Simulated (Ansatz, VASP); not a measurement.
# Two plane-wave programs on O

```
O
1.0
     0.00000    2.10755    3.34485
     1.47835    0.00000    3.34485
     1.47835    2.10755    0.00000
O
2
Direct
  0.08710 0.08710 0.91290
  0.91290 0.91290 0.08710
```

Alike in both runs: task single point; functional LDA; k mesh 2 × 2 × 2; occupations gaussian, width 0.1 eV; no spin polarisation.

```csv
,VASP,Ansatz
version,VASP 6.6.1,Ansatz 0.2.0
potentials or method,"VASP PAW LDA potentials, release 64 (O), cutoff 600 eV","scalar-relativistic, plane waves, PAW"
valence electrons in the cell,12,12
```

|  | VASP | Ansatz | Ansatz less VASP |
| --- | --- | --- | --- |
| gap on the k mesh at the Fermi level (eV) | none | none | - |
| pressure (GPa) | 4.8 | -1.9 | -6.68 |
| traceless stress, the component that is largest in VASP (GPa) | 43.21 | 29.25 | -13.955 |
| rms of the force components (eV/Å) | 2.420 | 1.040 | -1.3807 |

LDA's correlation is that of Perdew and Zunger in VASP and of Perdew and Wang (1992) in Ansatz. Atom by atom the forces differ by 1.381 eV/Å (rms over components). A gap of «none» marks a metal or a gap that the smearing closes. One of these differences is far larger than is usual between the two programs; its cause wasn't traced.

The k mesh is coarse, so the values compare programs but aren't converged. Noted on VASP's run: the standard files for N, O and F lose accuracy on very short bonds; spin is off for a triplet molecule.
